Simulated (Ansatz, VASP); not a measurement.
One calculation of K2S, two programs

File INCAR:

```
PREC = Accurate
ENCUT = 500
EDIFF = 1E-6
ISMEAR = 0
SIGMA = 0.05
LREAL = F
LASPH = T
NELM = 120
ALGO = Normal
ISIF = 2
LWAVE = F
LCHARG = F
GGA = RE
IVDW = 13
NBANDS = 19
GGA_COMPAT = F
```

The input KPOINTS:

```
Automatic mesh
0
Gamma
  6 6 6
```

POSCAR

```
K2S
1.0
    0.0000000000      3.8011233928      3.8011233928
    3.8011233928      0.0000000000      3.8011233928
    3.8011233928      3.8011233928      0.0000000000
K S
2 1
Direct
    0.2500000000      0.2500000000      0.2500000000
    0.7500000000      0.7500000000      0.7500000000
    0.0000000000      0.0000000000      0.0000000000
```

Input for Ansatz:

```yaml
crystal:
  lattice:
    - [0.0, 3.8011233928, 3.8011233928]
    - [3.8011233928, 0.0, 3.8011233928]
    - [3.8011233928, 3.8011233928, 0.0]
  atoms:
    - { symbol: K, position: [0.25, 0.25, 0.25] }
    - { symbol: K, position: [0.75, 0.75, 0.75] }
    - { symbol: S, position: [0.0, 0.0, 0.0] }
basis:
  ecutwfc: 420
  ecutrho_ratio: 4
kpoints:
  mp_grid: { grid: [6, 6, 6] }
hamiltonian:
  xc: revpbe
  dispersion: d4
scf:
  occupations: { method: gaussian, width: 0.05 }
output:
  forces: true
  stress: true
  eigenvalues: true
```

Alike in both runs: task single point; functional revPBE; dispersion D4; k mesh 6 × 6 × 6; occupations gaussian, width 0.05 eV; no spin polarisation.

|  | VASP | Ansatz |
| --- | --- | --- |
| version | VASP 6.6.1 | Ansatz 0.2.0 |
| potentials or method | VASP PAW PBE potentials, release 64 (K_sv, S), cutoff 500 eV | scalar-relativistic, plane waves, PAW |
| valence electrons in the cell | 24 | 24 |

```tsv
	VASP	Ansatz	Ansatz less VASP
gap on the k mesh at the Fermi level (eV)	2.41	2.41	0.000
least direct gap on the mesh (eV)	2.54	2.54	+0.001
pressure (GPa)	-0.6	-0.6	-0.02
```

VASP's potentials were made for PBE, not for revPBE.
